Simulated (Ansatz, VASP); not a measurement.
One calculation of Cr, two programs

```
Cr
1.0
     0.00000    1.80263    1.80263
     1.80263    0.00000    1.80263
     1.80263    1.80263    0.00000
Cr
1
Direct
  0.00000 0.00000 0.00000
```

Alike in both runs: functional r2SCAN; k mesh 8 × 8 × 8; occupations gaussian, width 0.1 eV; collinear spin.

Ansatz relaxed the structure, and its values are those at the end. VASP's run is a single point on that final structure, the one shown.

|  | VASP | Ansatz |
| --- | --- | --- |
| version | VASP 6.6.1 | Ansatz 0.2.0 |
| potentials or method | VASP PAW PBE potentials, release 64 (Cr_pv), cutoff 520 eV | scalar-relativistic, plane waves, PAW |
| valence electrons in the cell | 12 | 14 |

|  | VASP | Ansatz | Ansatz less VASP |
| --- | --- | --- | --- |
| gap on the k mesh at the Fermi level (eV) | none | none | - |
| pressure (GPa) | -0.3 | -0.3 | +0.03 |
| net moment per atom (μB) | 0.00 | 0.42 | +0.421 |
| size of the moment on the site where the two differ most (μB) | 0.00 | 0.41 | +0.411 |

The net moments are unlike, so the other rows may belong to different states. VASP's potentials were made for PBE, not for r2SCAN. Site moments also hang on the region over which each program counts them. A gap of «none» marks a metal or a gap that the smearing closes. VASP's potentials hold 12 valence electrons a cell and Ansatz's 14, so a difference there can come from the potentials and not from the codes.

The k mesh is coarse, so the values compare programs but aren't converged.
